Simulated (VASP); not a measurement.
Wanted: the native input for a VASP 6.6.1 run.

```yaml
Task: single point
Functional: PBE
Potentials_or_basis: VASP PAW PBE potentials, release 64 (Ga_d, P)
Cutoff: 520 eV
k_mesh: 8 × 8 × 8
Occupations: fermi-dirac, width 0.02 eV
Spin: no spin polarisation
Dipole_correction: no
Further_INCAR_settings: ALGO = Normal; EDIFF = 1e-06; NBANDS = 16
```

The structure of GaP lies in POSCAR:

```
GaP
1.0
    0.0000000000      2.6981452945      2.6981452945
    2.6981452945      0.0000000000      2.6981452945
    2.6981452945      2.6981452945      0.0000000000
Ga P
1 1
Direct
    0.0000000000      0.0000000000      0.0000000000
    0.2500000000      0.2500000000      0.2500000000
```

This cell differs from its parent crystal: strain -1.0%.

The input as run:

INCAR

```
ALGO = Normal
EDIFF = 1E-6
ENCUT = 520
GGA = PE
ISIF = 2
ISMEAR = -1
LASPH = True
LCHARG = False
LREAL = False
LWAVE = False
NBANDS = 16
NELM = 60
PREC = Accurate
SIGMA = 0.02
```

KPOINTS

```
k-points
0
Gamma
  8 8 8
```

Potentials or basis: VASP PAW PBE potentials, release 64 (Ga_d, P).

Run with:

```sh
$ cat potpaw_PBE.64/Ga_d/POTCAR potpaw_PBE.64/P/POTCAR > POTCAR
$ mpirun -np 1 vasp_std > vasp.out
```

It gave:

```
Pressure               : 5.2 GPa
Band gap on the k mesh : 1.59 eV, indirect (least direct gap 2.08 eV)
```

Caveat: the cell differs from its parent crystal (strain -1.0%).

Wall time 32 s on 1 thread of AMD EPYC 7R13, with other jobs on the host, peak memory 0.13 GiB.
